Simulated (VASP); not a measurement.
Crystal: Ir.

```
CELL_PARAMETERS angstrom
12.23846 0.00000 0.00000
0.00000 2.23343 0.00000
0.00000 0.00000 7.19300
ATOMIC_POSITIONS crystal
Ir 0.25000 0.00000 0.16399
Ir 0.75000 0.00000 0.83601
```

Base run:

- Program: VASP 6.6.1
- Functional: PBEsol
- Potentials or basis: VASP PAW PBE potentials, release 64 (Ir)
- Cutoff: 520 eV
- k mesh: 2 × 8 × 3
- Occupations: fermi-dirac, width 0.1 eV
- Spin: no spin polarisation

Its results: band gap on the k mesh zero (band 9 reaches -1.35 eV, above the bottom of band 10 at -4.43 eV); pressure 1.1 GPa.

Problem. The run is repeated on the same cell with these changes: k mesh from 2 × 8 × 3 to 1 × 5 × 2. What comes out?

Solution. Band gap on the k mesh zero (band 9 reaches -1.09 eV, above the bottom of band 10 at -4.70 eV); pressure -0.1 GPa.

Caveats: some runs use coarse meshes; the PAW data sets were made with another functional, which shifts forces and pressure a little; spin-orbit coupling is left out, which moves the levels of the heavy elements.
